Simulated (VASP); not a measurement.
# MgO (rock salt type) (Fm-3m) in VASP: notebook, part 2 of 2

VASP 6.6.1.

## 3. Single point, HSE06

File POSCAR:

```
MgO
1.0
    0.0000000000      2.1529637331      2.1529637331
    2.1529637331      0.0000000000      2.1529637331
    2.1529637331      2.1529637331      0.0000000000
Mg O
1 1
Direct
    0.0000000000      0.0000000000      0.0000000000
    0.5000000000      0.5000000000      0.5000000000
```

File INCAR.step1:

```
ALGO = Normal
EDIFF = 1E-5
ENCUT = 520
GGA = PE
ISIF = 2
ISMEAR = -1
LASPH = True
LCHARG = False
LREAL = False
LWAVE = True
NBANDS = 11
NELM = 80
PREC = Accurate
SIGMA = 0.05
```

File INCAR.step2:

```
ALGO = Normal
EDIFF = 1E-6
ENCUT = 520
GGA = PE
HFSCREEN = 0.2079
ISIF = 2
ISMEAR = -1
ISTART = 1
LASPH = True
LCHARG = False
LHFCALC = True
LREAL = False
LWAVE = False
NBANDS = 11
NELM = 80
PREC = Accurate
PRECFOCK = Normal
SIGMA = 0.05
```

File KPOINTS:

```
k-points
0
Gamma
  4 4 4
```

Potentials or basis: VASP PAW PBE potentials, release 64 (Mg, O).

The run is started by

```
$ cat potpaw_PBE.64/Mg/POTCAR potpaw_PBE.64/O/POTCAR > POTCAR
$ cp INCAR.step1 INCAR
$ mpirun -np 1 vasp_std > vasp.out
$ cp INCAR.step2 INCAR
$ mpirun -np 1 vasp_std > vasp.out
```

OUTCAR:

```text
EDIFF = 1E-6
   ENCUT = 520
   GGA = PE
   HFSCREEN = 0.2079
   ISIF = 2
   ISMEAR = -1
   ISTART = 1
   LASPH = True
   LHFCALC = True
   LREAL = False
   NELM = 80
   PREC = Accurate
   PRECFOCK = Normal

 ion  position               nearest neighbor table
   1  0.000  0.000  0.000-   2 2.15   2 2.15   2 2.15   2 2.15   2 2.15   2 2.15
   2  0.500  0.500  0.500-   1 2.15   1 2.15   1 2.15   1 2.15   1 2.15   1 2.15

  LATTYP: Found a face centered cubic cell.
 ALAT       =     4.3059274662

  Lattice vectors:

 A1 = (   0.0000000000,   2.1529637331,   2.1529637331)
 A2 = (   2.1529637331,   0.0000000000,   2.1529637331)
 A3 = (   2.1529637331,   2.1529637331,   0.0000000000)

Analysis of symmetry for initial positions (statically):
=====================================================================
 Subroutine PRICEL returns:
 Original cell was already a primitive cell.

 Routine SETGRP: Setting up the symmetry group for a
 face centered cubic supercell.

 Subroutine GETGRP returns: Found 48 space group operations
 (whereof 48 operations were pure point group operations)
 out of a pool of 48 trial point group operations.

The static configuration has the point symmetry O_h .

Analysis of symmetry for dynamics (positions and initial velocities):
=====================================================================
 Subroutine PRICEL returns:
 Original cell was already a primitive cell.

 Routine SETGRP: Setting up the symmetry group for a
 face centered cubic supercell.

 Subroutine GETGRP returns: Found 48 space group operations
 (whereof 48 operations were pure point group operations)
 out of a pool of 48 trial point group operations.

The dynamic configuration has the point symmetry O_h .

 Subroutine INISYM returns: Found 48 space group operations
 (whereof 48 operations are pure point group operations),
 and found     1 'primitive' translations

----------------------------------------------------------------------------------------

                                     Primitive cell

  volume of cell :      19.9591

  direct lattice vectors                    reciprocal lattice vectors
     0.000000000  2.152963733  2.152963733    -0.232238004  0.232238004  0.232238004
     2.152963733  0.000000000  2.152963733     0.232238004 -0.232238004  0.232238004
     2.152963733  2.152963733  0.000000000     0.232238004  0.232238004 -0.232238004

  length of vectors
     3.044750511  3.044750511  3.044750511     0.402248022  0.402248022  0.402248022

  position of ions in fractional coordinates (direct lattice)
     0.000000000  0.000000000  0.000000000
     0.500000000  0.500000000  0.500000000

  ion indices of the primitive-cell ions
   primitive index   ion index
                 1           1
                 2           2

----------------------------------------------------------------------------------------

 KPOINTS: k-points

Automatic generation of k-mesh.
 Grid dimensions read from file:
 generate k-points for:    4    4    4

 Generating k-lattice:
[... 29 lines left out ...]
   total plane-waves  NPLWV =  13824
   dimension x,y,z NGX =    24 NGY =   24 NGZ =   24
   dimension x,y,z NGXF=    48 NGYF=   48 NGZF=   48
   ions per type =               1   1
   NGX,Y,Z   is equivalent  to a cutoff of  13.10, 13.10, 13.10 a.u.
   NGXF,Y,Z  is equivalent  to a cutoff of  26.21, 26.21, 26.21 a.u.
 SYSTEM =  unknown system
   PREC   = accura    normal or accurate (medium, high low for compatibility)
   ISTART =      1    job   : 0-new  1-cont  2-samecut
   ICHARG =      0    charge: 1-file 2-atom 10-const
   ISPIN  =      1    spin polarized calculation?
   LNONCOLLINEAR =      F non collinear calculations
   LSORBIT =      F    spin-orbit coupling
   LASPH  =      T    aspherical Exc in radial PAW
   ENCUT  =  520.0 eV  38.22 Ry    6.18 a.u.   5.66  5.66  5.66*2*pi/ulx,y,z
   NELM   =     80;   NELMIN=  2; NELMDL=  0     # of ELM steps
   EDIFF  = 0.1E-05   stopping-criterion for ELM
   LREAL  =      F    real-space projection
   EDIFFG = 0.1E-04   stopping-criterion for IOM
   NSW    =      0    number of steps for IOM
   IBRION =     -1    ionic relax: 0-MD 1-quasi-New 2-CG
   NFREE  =      0    steps in history (QN), initial steepest desc. (CG)
   ISIF   =      2    stress and relaxation
   ISYM   =      3    0-nonsym 1-usesym 2-fastsym
   POTIM  = 0.5000    time-step for ionic-motion
   TEBEG  =    0.0;   TEEND  =   0.0 temperature during run
   PSTRESS=    0.0 pullay stress
   NELECT =       8.0000    total number of electrons
   NUPDOWN=      -1.0000    fix difference up-down
   EMIN   =  10.00;   EMAX   =-10.00  energy-range for DOS
   EFERMI =   0.00;   METHOD = LEGACY
   ISMEAR =    -1;   SIGMA  =   0.05  broadening in eV -4-tet -1-fermi 0-gaus
   EFERMI_NEDOS =   21; number of points for ismear=-14 and -15
   IALGO  =     38    algorithm
   IMIX   =      1    mixing-type and parameters
     AMIX     =   0.40;   BMIX     =  1.00
     AMIX_MAG =   1.60;   BMIX_MAG =  1.00
  volume/ion in A,a.u.               =       9.98        67.35
  Fermi-wavevector in a.u.,A,eV,Ry     =   1.207049  2.280991 19.823232  1.456966
  Thomas-Fermi vector in A             =   2.342698
   LORBIT       =      0    0 simple, 1 ext, 2 COOP (PROOUT), +10 PAW based schemes
   GGA     = PE    functional components
   LHFCALC =     T    Hartree Fock is set to
   PRECFOCK=normal    Normal, Fast or Accurate (Low or Medium for compatibility)
   ENCUT4O =  -1.0   cutoff for four orbital integrals eV
   NKREDX  =     1    reduce k-point grid by
   NKREDY  =     1    reduce k-point grid by
   NKREDZ  =     1    reduce k-point grid by
   AEXX    =    0.2500 exact exchange contribution
   HFSCREEN=    0.2079 screening length (either q_TF or 0.3 A-1)
   HFSCREENC=   0.2079 screening length for correlation (either q_TF or 0.3 A-1)
   ENCUTFOCK=  -1.0 apply spherical cutoff to Coloumb kernel
   IVDW    =     0    specifies the selected vdW correction
   LEPSILON=     F    determine dielectric tensor
   LRPA    =     F    only Hartree local field effects (RPA)
 non-spin polarized calculation
  energy-cutoff  :      520.00
  volume of cell :       19.96
 maximum number of plane-waves:       544
 NGX is ok and might be reduce to    24
  NGX = 18; NGY = 18; NGZ = 18

 number of electron       7.9999998 magnetization

 Free energy of the ion-electron system (eV)
  ---------------------------------------------------
  ext. energy  EPLUGINS =         0.00000000
  ---------------------------------------------------
  free energy    TOTEN  =       -14.15013648 eV

  energy without entropy =      -14.15013648  energy(sigma->0) =      -14.15013648

 E-fermi :   2.6332     XC(G=0):  -8.8528

 val. band max:        1.4955875437   @ k =   0.0000   0.0000   0.0000
 cond. band min:       7.2693469383   @ k =   0.0000   0.0000   0.0000
 fundamental gap:      5.7737593947
 Fermi energy:         2.6331570020

 k-point     1 :       0.0000    0.0000    0.0000
  band No.  band energies     occupation
      1     -16.9903      2.00000
      2       1.4956      2.00000
      3       1.4956      2.00000
      4       1.4956      2.00000
      5       7.2693      0.00000
      6      18.8235      0.00000
      7      18.8236      0.00000
      8      18.8236      0.00000
      9      22.5716      0.00000
     10      24.4346      0.00000
     11      24.4346      0.00000
[... 85 lines left out ...]
 k-point     8 :      -0.2500    0.5000    0.2500
  band No.  band energies     occupation
      1     -15.5151      2.00000
      2      -1.4530      2.00000
      3      -1.4530      2.00000
      4      -0.2721      2.00000
      5      14.6612      0.00000
      6      14.6612      0.00000
      7      14.8422      0.00000
      8      18.1935      0.00000
      9      24.7634      0.00000
     10      24.7634      0.00000
     11      29.0208      0.00000

------------------------ aborting loop because EDIFF is reached ----------------------------------------

  FORCE on cell =-STRESS in cart. coord.  units (eV):
  Direction    XX          YY          ZZ          XY          YZ          ZX
  --------------------------------------------------------------------------------------
  -------------------------------------------------------------------------------------
  Total       -1.3702130     -1.3702130     -1.3702130     -0.0000000     -0.0000000      0.0000000
  in kB     -109.9913494   -109.9913494   -109.9913494     -0.0000000     -0.0000000      0.0000000
  external PRESSURE =    -109.9913494 kB  Pullay stress =       0.0000000 kB

 VOLUME and BASIS-vectors are now :
 -----------------------------------------------------------------------------
  energy-cutoff  :      520.00
  volume of cell :       19.96
      direct lattice vectors                 reciprocal lattice vectors
     0.000000000  2.152963733  2.152963733    -0.232238004  0.232238004  0.232238004
     2.152963733  0.000000000  2.152963733     0.232238004 -0.232238004  0.232238004
     2.152963733  2.152963733  0.000000000     0.232238004  0.232238004 -0.232238004

 POSITION                                       TOTAL-FORCE (eV/Angst)
 -----------------------------------------------------------------------------------
      0.00000      0.00000      0.00000         0.000000      0.000000      0.000000
      2.15296      2.15296      2.15296        -0.000000     -0.000000     -0.000000
 -----------------------------------------------------------------------------------
    total drift:                               -0.000004     -0.000005     -0.000005

  FREE ENERGIE OF THE ION-ELECTRON SYSTEM (eV)
  ---------------------------------------------------
  free  energy   TOTEN  =       -14.1501364787 eV

  energy  without entropy=      -14.1501364787  energy(sigma->0) =      -14.15013648
```

OSZICAR.step1:

```text
N       E                     dE             d eps       ncg     rms          rms(c)
DAV:   1     0.156026552498E+02    0.15603E+02   -0.46189E+03   192   0.632E+02
DAV:   2    -0.128243464372E+02   -0.28427E+02   -0.27634E+02   214   0.143E+02
DAV:   3    -0.134496466034E+02   -0.62530E+00   -0.62476E+00   206   0.180E+01
DAV:   4    -0.134510815272E+02   -0.14349E-02   -0.14349E-02   194   0.105E+00
DAV:   5    -0.134510863896E+02   -0.48624E-05   -0.48624E-05   194   0.587E-02    0.718E+00
DAV:   6    -0.119067631505E+02    0.15443E+01   -0.92644E+00   185   0.164E+01    0.232E+00
DAV:   7    -0.118915215247E+02    0.15242E-01   -0.69891E-02   188   0.224E+00    0.137E+00
DAV:   8    -0.118856973686E+02    0.58242E-02   -0.35465E-02   185   0.207E+00    0.293E-01
DAV:   9    -0.118850350722E+02    0.66230E-03   -0.11026E-03   191   0.225E-01    0.154E-01
DAV:  10    -0.118849778078E+02    0.57264E-04   -0.80678E-04   188   0.204E-01    0.114E-02
DAV:  11    -0.118849816343E+02   -0.38265E-05   -0.42075E-06   112   0.170E-02
   1 F= -.11884982E+02 E0= -.11884982E+02  d E =-.103469E-09
```

Wall time 58 s (1 thread of AMD EPYC 7R13 (Zen 3), shared host); peak memory 0.21 GiB.

What came out:

* Free energy: -14.1501 eV
* Pressure: -11.0 GPa
* Band gap on the k mesh: 5.77 eV

Levels at points of the mesh, in eV from the valence-band top:
```tsv
k point	band 1	band 2	band 3	band 4	band 5	band 6	band 7	band 8
(0.00, 0.00, 0.00)	-18.49	0.00	0.00	0.00	5.77	17.33	17.33	17.33
(0.50, 0.00, 0.00)	-17.31	-4.63	-0.64	-0.64	9.22	14.06	17.59	17.59
(0.50, 0.50, 0.00)	-17.05	-4.10	-1.37	-1.37	10.73	11.09	14.61	20.31
```

Caveat: the k points lie up to 0.63 Å⁻¹ apart; the PAW data sets were made with another functional, which shifts forces and pressure a little.
